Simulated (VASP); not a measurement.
# Pt (Im-3m) in VASP: further runs

Pt is run at these levels: PBEsol+D4, RPBE+D3(BJ), RPBE+D4, r2SCAN, LDA; tasks: relaxation of cell and atoms, single point.

Program: VASP 6.6.1. These are calculated values, not measurements. Logs are shortened: lines on timing, memory, paths and dates and some standing lists are left out, and cuts for length are marked.

## Step 1: The cell of the first run

It takes space group Im-3m (No. 229, cubic). The conventional cell has a = 3.168 Å, b = 3.168 Å, c = 3.168 Å, α = 90.00°, β = 90.00°, γ = 90.00°. Within 3.6 Å of Pt (site symmetry m-3m) lie 14 Pt at 2.74 to 3.17 Å.

## Step 2: Relaxation of cell and atoms, PBEsol+D4

The input, INCAR:

```
PREC = Accurate
ENCUT = 600
EDIFF = 1E-6
ISMEAR = -1
SIGMA = 0.05
LREAL = False
LASPH = True
NELM = 80
ALGO = Fast
ISIF = 3
LWAVE = False
LCHARG = False
GGA = PS
IVDW = 13
IBRION = 2
NSW = 60
EDIFFG = -0.01
```

The input, KPOINTS:

```
Automatic mesh
0
Gamma
  12 12 12
```

The input, POSCAR:

```
Pt
1.0
   -1.5842200000      1.5842200000      1.5842200000
    1.5842200000     -1.5842200000      1.5842200000
    1.5842200000      1.5842200000     -1.5842200000
Pt
1
Direct
    0.0000000000      0.0000000000      0.0000000000
```

Potentials or basis: VASP PAW PBE potentials, release 64 (Pt).

The run is started by

```
$ cat potpaw_PBE.64/Pt/POTCAR > POTCAR
$ mpirun -np 1 vasp_std > vasp.out
```

OUTCAR:

```text
PREC = Accurate
   ENCUT = 600
   EDIFF = 1E-6
   ISMEAR = -1
   LREAL = False
   LASPH = True
   NELM = 80
   ISIF = 3
   GGA = PS
   IVDW = 13
   IBRION = 2
   NSW = 60
   EDIFFG = -0.01

 ion  position               nearest neighbor table
   1  0.000  0.000  0.000-

  LATTYP: Found a body centered cubic cell.
 ALAT       =     3.1684400000

  Lattice vectors:

 A1 = (  -1.5842200000,   1.5842200000,   1.5842200000)
 A2 = (   1.5842200000,  -1.5842200000,   1.5842200000)
 A3 = (   1.5842200000,   1.5842200000,  -1.5842200000)

Analysis of symmetry for initial positions (statically):
=====================================================================
 Subroutine PRICEL returns:
 Original cell was already a primitive cell.

 Routine SETGRP: Setting up the symmetry group for a
 body centered cubic supercell.

 Subroutine GETGRP returns: Found 48 space group operations
[... 9 lines left out ...]

 Routine SETGRP: Setting up the symmetry group for a
 body centered cubic supercell.

 Subroutine GETGRP returns: Found 48 space group operations
[... 11 lines left out ...]
                                     Primitive cell

  volume of cell :      15.9040

  direct lattice vectors                    reciprocal lattice vectors
    -1.584220000  1.584220000  1.584220000     0.000000000  0.315612731  0.315612731
     1.584220000 -1.584220000  1.584220000     0.315612731  0.000000000  0.315612731
     1.584220000  1.584220000 -1.584220000     0.315612731  0.315612731  0.000000000

  length of vectors
     2.743949530  2.743949530  2.743949530     0.446343804  0.446343804  0.446343804

  position of ions in fractional coordinates (direct lattice)
     0.000000000  0.000000000  0.000000000

  ion indices of the primitive-cell ions
   primitive index   ion index
                 1           1

----------------------------------------------------------------------------------------

 KPOINTS: Automatic mesh

Automatic generation of k-mesh.
 Grid dimensions read from file:
 generate k-points for:   12   12   12

 Generating k-lattice:

  Cartesian coordinates                     Fractional coordinates (reciprocal lattice)
     0.000000000  0.026301061  0.026301061     0.083333333  0.000000000  0.000000000
     0.026301061  0.000000000  0.026301061     0.000000000  0.083333333  0.000000000
     0.026301061  0.026301061  0.000000000     0.000000000  0.000000000  0.083333333

  Length of vectors
     0.037195317  0.037195317  0.037195317

  Shift w.r.t. Gamma in fractional coordinates (k-lattice)
     0.000000000  0.000000000  0.000000000

 Subroutine IBZKPT returns following result:
 ===========================================

 Found     72 irreducible k-points:

 Following reciprocal coordinates:
            Coordinates               Weight
  0.000000  0.000000  0.000000      1.000000
  0.083333  0.000000  0.000000     12.000000
  0.166667  0.000000  0.000000     12.000000
  0.250000  0.000000  0.000000     12.000000
  0.333333  0.000000  0.000000     12.000000
  0.416667  0.000000  0.000000     12.000000
[... 16 lines left out ...]
  0.333333  0.083333  0.083333     24.000000
  0.416667  0.083333  0.083333     12.000000
 [... further k-points ...]
   k-points           NKPTS =     72   k-points in BZ     NKDIM =     72   number of bands    NBANDS=      9
   number of dos      NEDOS =    301   number of ions     NIONS =      1
   total plane-waves  NPLWV =  13824
   dimension x,y,z NGX =    24 NGY =   24 NGZ =   24
   dimension x,y,z NGXF=    48 NGYF=   48 NGZF=   48
   ions per type =               1
   NGX,Y,Z   is equivalent  to a cutoff of  14.54, 14.54, 14.54 a.u.
   NGXF,Y,Z  is equivalent  to a cutoff of  29.08, 29.08, 29.08 a.u.
 SYSTEM =  unknown system
   PREC   = accura    normal or accurate (medium, high low for compatibility)
   ISTART =      0    job   : 0-new  1-cont  2-samecut
   ICHARG =      2    charge: 1-file 2-atom 10-const
   ISPIN  =      1    spin polarized calculation?
   LNONCOLLINEAR =      F non collinear calculations
   LSORBIT =      F    spin-orbit coupling
   LASPH  =      T    aspherical Exc in radial PAW
   ENCUT  =  600.0 eV  44.10 Ry    6.64 a.u.   5.48  5.48  5.48*2*pi/ulx,y,z
   NELM   =     80;   NELMIN=  2; NELMDL= -5     # of ELM steps
   EDIFF  = 0.1E-05   stopping-criterion for ELM
   LREAL  =      F    real-space projection
   EDIFFG = -.1E-01   stopping-criterion for IOM
   NSW    =     60    number of steps for IOM
   IBRION =      2    ionic relax: 0-MD 1-quasi-New 2-CG
   NFREE  =      1    steps in history (QN), initial steepest desc. (CG)
   ISIF   =      3    stress and relaxation
   ISYM   =      2    0-nonsym 1-usesym 2-fastsym
   POTIM  = 0.5000    time-step for ionic-motion
   TEBEG  =    0.0;   TEEND  =   0.0 temperature during run
   PSTRESS=    0.0 pullay stress
   NELECT =      10.0000    total number of electrons
   NUPDOWN=      -1.0000    fix difference up-down
   EMIN   =  10.00;   EMAX   =-10.00  energy-range for DOS
   EFERMI =   0.00;   METHOD = LEGACY
   ISMEAR =    -1;   SIGMA  =   0.05  broadening in eV -4-tet -1-fermi 0-gaus
   EFERMI_NEDOS =   21; number of points for ismear=-14 and -15
   IALGO  =     68    algorithm
   IMIX   =      4    mixing-type and parameters
     AMIX     =   0.40;   BMIX     =  1.00
     AMIX_MAG =   1.60;   BMIX_MAG =  1.00
  volume/ion in A,a.u.               =      15.90       107.33
  Fermi-wavevector in a.u.,A,eV,Ry     =   1.402510  2.650360 26.763132  1.967035
  Thomas-Fermi vector in A             =   2.525265
   LORBIT       =      0    0 simple, 1 ext, 2 COOP (PROOUT), +10 PAW based schemes
   GGA     = PS    functional components
   LHFCALC =     F    Hartree Fock is set to
   AEXX    =    0.0000 exact exchange contribution
   IVDW    =    13    specifies the selected vdW correction
   LEPSILON=     F    determine dielectric tensor
   LRPA    =     F    only Hartree local field effects (RPA)
 conjugate gradient relaxation of ions
 non-spin polarized calculation
 RMM-DIIS sequential band-by-band and
  energy-cutoff  :      600.00
  volume of cell :       15.90
 maximum number of plane-waves:       555
 NGX is ok and might be reduce to    24
   NGX = 11   NGY = 11   NGZ = 11

--------------------------------------- Ionic step        1  -------------------------------------------

 number of electron      10.0000000 magnetization

 number of electron       9.9999999 magnetization

 Free energy of the ion-electron system (eV)
  ---------------------------------------------------
  ext. energy  EPLUGINS =         0.00000000
  ---------------------------------------------------
  free energy    TOTEN  =        -6.84233901 eV

  energy without entropy =       -6.83603219  energy(sigma->0) =       -6.83918560

 E-fermi :   9.8342     XC(G=0): -13.3081

 val. band max:        9.7830241636   @ k =   0.5000   0.5000   0.4167
 cond. band min:       9.8706235848   @ k =  -0.4167  -0.4167   0.1667
 fundamental gap:      0.0875994211
 Fermi energy:         9.8342349161

 k-point     1 :       0.0000    0.0000    0.0000
  band No.  band energies     occupation
      1       0.4059      2.00000
      2       6.4506      2.00000
      3       6.4506      2.00000
      4       6.4506      2.00000
      5       8.9388      2.00000
      6       8.9389      2.00000
      7      26.9879      0.00000
      8      26.9879      0.00000
      9      26.9879      0.00000

 k-point     2 :       0.0833    0.0000    0.0000
  band No.  band energies     occupation
      1       0.6853      2.00000
      2       6.3422      2.00000
      3       6.4491      2.00000
      4       6.6740      2.00000
      5       8.8033      2.00000
      6       8.9465      2.00000
      7      27.1027      0.00000
      8      27.1771      0.00000
      9      27.3973      0.00000

 k-point     3 :       0.1667    0.0000    0.0000
  band No.  band energies     occupation
      1       1.4665      2.00000
      2       6.0580      2.00000
      3       6.4217      2.00000
      4       7.3207      2.00000
      5       8.5665      2.00000
      6       8.9767      2.00000
      7      26.8229      0.00000
      8      26.9918      0.00000
      9      28.5604      0.00000

 k-point     4 :       0.2500    0.0000    0.0000
  band No.  band energies     occupation
      1       2.5060      2.00000
      2       5.6947      2.00000
      3       6.4862      2.00000
      4       8.3114      2.00000
      5       8.5095      2.00000
      6       9.0406      2.00000
      7      24.2962      0.00000
      8      25.9143      0.00000
      9      30.2961      0.00000
[... 366 lines left out ...]
  FORCE on cell =-STRESS in cart. coord.  units (eV):
  Direction    XX          YY          ZZ          XY          YZ          ZX
  --------------------------------------------------------------------------------------
  -------------------------------------------------------------------------------------
  Total      -0.02758    -0.02758    -0.02758    -0.00000    -0.00000     0.00000
  in kB      -2.95166    -2.95166    -2.95166    -0.00000    -0.00000     0.00000
  external pressure =       -2.95 kB  Pullay stress =        0.00 kB

 VOLUME and BASIS-vectors are now :
 -----------------------------------------------------------------------------
  energy-cutoff  :      600.00
  volume of cell :       14.97
      direct lattice vectors                 reciprocal lattice vectors
    -1.552564161  1.552564161  1.552564161     0.000000000  0.322047882  0.322047882
     1.552564161 -1.552564161  1.552564161     0.322047882  0.000000000  0.322047882
     1.552564161  1.552564161 -1.552564161     0.322047882  0.322047882  0.000000000

 POSITION                                       TOTAL-FORCE (eV/Angst)
 -----------------------------------------------------------------------------------
      0.00000      3.10513      0.00000         0.000000     -0.000000      0.000000
 -----------------------------------------------------------------------------------
    total drift:                               -0.000000     -0.000000      0.000000

  FREE ENERGIE OF THE ION-ELECTRON SYSTEM (eV)
  ---------------------------------------------------
  free  energy   TOTEN  =        -7.3210951694 eV

  energy  without entropy=       -7.3155393449  energy(sigma->0) =       -7.31831726

--------------------------------------- Ionic step        5  -------------------------------------------

 number of electron      10.0000001 magnetization

 Free energy of the ion-electron system (eV)
  ---------------------------------------------------
  ext. energy  EPLUGINS =         0.00000000
  ---------------------------------------------------
  free energy    TOTEN  =        -6.86650147 eV

  energy without entropy =       -6.86095549  energy(sigma->0) =       -6.86372848

 E-fermi :  10.9507     XC(G=0): -13.6715

 val. band max:       10.9027866953   @ k =   0.5000   0.5000   0.4167
 cond. band min:      11.0010604208   @ k =  -0.4167  -0.4167   0.1667
 fundamental gap:      0.0982737255
 Fermi energy:        10.9507016666

 k-point     1 :       0.0000    0.0000    0.0000
  band No.  band energies     occupation
      1       0.8816      2.00000
      2       7.2359      2.00000
      3       7.2359      2.00000
      4       7.2359      2.00000
      5       9.9603      2.00000
      6       9.9603      2.00000
      7      28.0910      0.00000
      8      28.0910      0.00000
      9      28.0910      0.00000

 k-point     2 :       0.0833    0.0000    0.0000
  band No.  band energies     occupation
      1       1.1783      2.00000
      2       7.1149      2.00000
      3       7.2323      2.00000
      4       7.4807      2.00000
      5       9.8060      2.00000
      6       9.9687      2.00000
      7      28.2309      0.00000
      8      28.3662      0.00000
      9      28.5382      0.00000

 k-point     3 :       0.1667    0.0000    0.0000
  band No.  band energies     occupation
      1       2.0036      2.00000
      2       6.7988      2.00000
      3       7.1954      2.00000
      4       8.1901      2.00000
      5       9.5415      2.00000
      6      10.0025      2.00000
      7      28.2022      0.00000
      8      28.2969      0.00000
      9      29.8111      0.00000

 k-point     4 :       0.2500    0.0000    0.0000
  band No.  band energies     occupation
      1       3.0828      2.00000
      2       6.3968      2.00000
      3       7.2597      2.00000
      4       9.2802      2.00000
      5       9.4865      2.00000
      6      10.0761      2.00000
      7      26.0079      0.00000
      8      27.1743      0.00000
      9      31.7221      0.00000
[... 247 lines left out ...]
  Edisp (eV):   -0.45461

  FORCE on cell =-STRESS in cart. coord.  units (eV):
  Direction    XX          YY          ZZ          XY          YZ          ZX
  --------------------------------------------------------------------------------------
  -------------------------------------------------------------------------------------
  Total       0.00575     0.00575     0.00575    -0.00000     0.00000     0.00000
  in kB       0.61659     0.61659     0.61659    -0.00000     0.00000     0.00000
  external pressure =        0.62 kB  Pullay stress =        0.00 kB

 VOLUME and BASIS-vectors are now :
 -----------------------------------------------------------------------------
  energy-cutoff  :      600.00
  volume of cell :       14.95
      direct lattice vectors                 reciprocal lattice vectors
    -1.551931044  1.551931044  1.551931044     0.000000000  0.322179263  0.322179263
     1.551931044 -1.551931044  1.551931044     0.322179263  0.000000000  0.322179263
     1.551931044  1.551931044 -1.551931044     0.322179263  0.322179263  0.000000000

 POSITION                                       TOTAL-FORCE (eV/Angst)
 -----------------------------------------------------------------------------------
      0.00000      0.00000      0.00000         0.000000     -0.000000     -0.000000
 -----------------------------------------------------------------------------------
    total drift:                               -0.000000     -0.000000      0.000000

  FREE ENERGIE OF THE ION-ELECTRON SYSTEM (eV)
  ---------------------------------------------------
  free  energy   TOTEN  =        -7.3211102207 eV

  energy  without entropy=       -7.3155642388  energy(sigma->0) =       -7.31833723

 reached required accuracy - stopping structural energy minimisation
```

Wall time 26 s (1 thread of Intel Xeon Platinum 8488C (Sapphire Rapids), shared host); peak memory 0.16 GiB.

What came out:

```
Free energy                            : -7.3211 eV
Relaxed volume                         : 14.95 Å³/atom
Relaxed cell                           : a = 2.688 Å, b = 2.688 Å, c = 2.688 Å, α = 109.47°, β = 109.47°, γ = 109.47°
Space group after relaxing (to 0.05 Å) : Im-3m (No. 229)
Energy gained by relaxing              : 48.7 meV/atom
Ionic steps                            : 5
Pressure after relaxing                : 0.1 GPa
Band gap on the k mesh                 : zero (band 5 reaches 12.17 eV, above the bottom of band 6 at 9.79 eV)
Dispersion energy per atom             : -0.455 eV
```

The path:
| step | energy change (eV) | largest force (eV/Å) | pressure (GPa) | volume (Å³) |
| --- | --- | --- | --- | --- |
| 1 | 0.0000 | 0.0000 | -15.39 | 15.90 |
| 2 | 0.4177 | 0.0000 | 76.87 | 12.64 |
| 3 | -0.0485 | 0.0000 | -1.10 | 15.01 |
| 4 | -0.0487 | 0.0000 | -0.30 | 14.97 |
| 5 | -0.0487 | 0.0000 | 0.06 | 14.95 |

Final structure:
```
Pt
1.0
    -1.55193    1.55193    1.55193
     1.55193   -1.55193    1.55193
     1.55193    1.55193   -1.55193
Pt
1
Cartesian
  0.0000 0.0000 0.0000
```

Caveat: the PAW data sets were made with another functional, which shifts forces and pressure a little; spin-orbit coupling is left out, which moves the levels of the heavy elements; pairwise dispersion overbinds metals, which lowers pressure and volume.

(Continued in part 2 of 2.)
